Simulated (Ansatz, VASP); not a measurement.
SiC5 in VASP and in Ansatz

```
Si C
1.0
     2.43950    0.00000    0.00000
    -1.21975    2.11267    0.00000
     0.00000    0.00000   16.83855
Si C
1 5
Direct
  0.00000 0.00000 0.50000
  0.00000 0.00000 0.00000
  0.33333 0.66667 0.75816
  0.66667 0.33333 0.75816
  0.33333 0.66667 0.24184
  0.66667 0.33333 0.24184
```

Alike in both runs: functional PBE; k mesh 18 × 18 × 4; occupations gaussian, width 0.1 eV; no spin polarisation.

Ansatz relaxed the structure, and its values are those at the end. VASP's run is a single point on that final structure, the one shown.

|  | VASP | Ansatz |
| --- | --- | --- |
| version | VASP 6.6.1 | Ansatz 0.2.0 |
| potentials or method | VASP PAW PBE potentials, release 64 (Si, C), cutoff 520 eV | scalar-relativistic, plane waves, PAW |
| valence electrons in the cell | 24 | 24 |

```tsv
	VASP	Ansatz	Ansatz less VASP
gap on the k mesh at the Fermi level (eV)	none	none	-
pressure (GPa)	0.2	0.0	-0.15
```

A gap of «none» marks a metal or a gap that the smearing closes.
